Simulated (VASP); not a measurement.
**SnO: single point with r2SCAN**

The system is SnO.

```
CELL_PARAMETERS angstrom
3.44956 0.00000 0.00000
0.00000 5.83402 0.00000
0.00000 0.00000 3.99368
ATOMIC_POSITIONS crystal
Sn 0.00000 0.23191 0.51314
Sn 0.50000 0.76809 0.01314
O 0.00000 0.89125 0.73686
O 0.50000 0.10875 0.23686
```

This cell differs from its parent crystal: ratio of the length along z to the lengths across it x 0.92, volume and fractional coordinates fixed.

```yaml
Program: VASP 6.6.1
Task: single point
Functional: r2SCAN
Potentials_or_basis: VASP PAW PBE potentials, release 64 (Sn_d, O)
Cutoff: 520 eV
k_mesh: 10 × 6 × 8
Occupations: gaussian, width 0.05 eV
Spin: no spin polarisation
Dipole_correction: no
Further_INCAR_settings: ALGO = Normal; EDIFF = 1e-07; NBANDS = 28
```

```
Pressure               : -3.9 GPa
Largest force          : 0.784 eV/Å
Band gap on the k mesh : 1.72 eV (least direct gap 2.61 eV)
```

Forces in eV/Å, atoms in the order of the input:
```
Sn   0.000 -0.781 -0.062
Sn   0.000  0.781 -0.062
O    0.000  0.229  0.062
O    0.000 -0.229  0.062
```

Stress tensor (GPa, compression positive):
```
-5.63  0.00  0.00
 0.00 -4.07  0.00
 0.00  0.00 -2.12
```

Levels at points of the mesh, in eV from the valence-band top:
```
           k point  band 18  band 19  band 20  band 21  band 22  band 23
(0.00, 0.00, 0.00)    -2.89    -2.14     0.00     3.28     3.36     6.29
(0.50, 0.00, 0.00)    -2.71    -1.43    -1.43     3.03     3.03     5.90
(0.00, 0.50, 0.00)    -2.91    -1.80    -1.56     3.84     4.53     5.04
(0.50, 0.50, 0.00)    -2.75    -1.18    -1.18     2.28     2.28     6.70
(0.00, 0.00, 0.50)    -3.49    -1.63    -1.63     2.56     2.56     5.68
(0.50, 0.00, 0.50)    -3.36    -1.21    -1.21     2.34     2.34     4.80
(0.00, 0.50, 0.50)    -3.07    -1.53    -1.53     2.02     2.02     6.08
(0.50, 0.50, 0.50)    -3.60    -0.62    -0.62     2.69     2.69     4.30
```

Run time: 21 min on 1 thread of Oxide Virtual Turin-like Processor (shared host), peak memory 0.31 GiB.

Caveat: the cell stands under tension; the PAW data sets were made with another functional, which shifts forces and pressure a little; spin-orbit coupling is left out, which moves the levels of the heavy elements. A k mesh can miss the band edges.
